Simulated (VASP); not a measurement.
The system is GaN.

```xyz
2
Lattice="0.0000 2.1352 2.1352 2.1352 0.0000 2.1352 2.1352 2.1352 0.0000" Properties=species:S:1:pos:R:3 pbc="T T T"
Ga    0.0000    0.0000    0.0000
N     2.1352    2.1352    2.1352
```

```yaml
Program: VASP 6.6.1
Task: relaxation of cell and atoms
Functional: LDA
Potentials_or_basis: VASP PAW LDA potentials, release 64 (Ga_d, N)
Cutoff: 600 eV
k_mesh: 11 × 11 × 11
Occupations: fermi-dirac, width 0.05 eV
Spin: no spin polarisation
```

At the start: pressure -12.7 GPa; volume 9.74 Å³/atom.

**Question.** Where does the relaxation end?

**Answer.** Over 6 steps the energy falls by 23.1 meV/atom and the volume is 9.18 Å³/atom (-5.7 %); space group Fm-3m (No. 225, to 0.05 Å).

The path:
```tsv
step	energy change (eV)	largest force (eV/Å)	pressure (GPa)	volume (Å³)
1	0.0000	0.0000	-12.71	19.47
2	0.0001	0.0000	15.71	17.37
3	-0.0461	0.0000	-0.18	18.38
4	-0.0461	0.0000	0.20	18.36
5	-0.0461	0.0000	-0.31	18.38
6	-0.0461	0.0000	0.04	18.37
```

Final structure:
```cif
data_structure
_symmetry_space_group_name_H-M 'P 1'
_symmetry_Int_Tables_number 1
_cell_length_a 2.9615
_cell_length_b 2.9615
_cell_length_c 2.9615
_cell_angle_alpha 60.000
_cell_angle_beta 60.000
_cell_angle_gamma 60.000
_cell_volume 18.37
loop_
_atom_site_label
_atom_site_type_symbol
_atom_site_fract_x
_atom_site_fract_y
_atom_site_fract_z
_atom_site_occupancy
Ga1 Ga 0.00000 0.00000 0.00000 1
N1 N 0.50000 0.50000 0.50000 1
```
